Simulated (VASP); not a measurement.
Crystal: Ge.

```
CELL_PARAMETERS angstrom
0.00000 2.80992 2.80992
2.80992 0.00000 2.80992
2.80992 2.80992 0.00000
ATOMIC_POSITIONS crystal
Ge 0.75000 0.75000 0.75000
Ge 0.50000 0.50000 0.50000
```

Base run:

```yaml
Program: VASP 6.6.1
Functional: r2SCAN
Potentials_or_basis: VASP PAW PBE potentials, release 64 (Ge_d)
Cutoff: 520 eV
k_mesh: 8 × 8 × 8
Occupations: fermi-dirac, width 0.05 eV
Spin: no spin polarisation
```

Its results: band gap on the k mesh 0.51 eV, indirect (least direct gap 0.60 eV); pressure 2.3 GPa.

Q: The run is repeated on the same cell with these changes: functional from r2SCAN to PBE exchange alone. What comes out?

A: Band gap on the k mesh 0.08 eV, direct; pressure 15.5 GPa.

Caveats: the PAW data sets were made with another functional, which shifts forces and pressure a little (some runs).

A k mesh can miss the band edges.
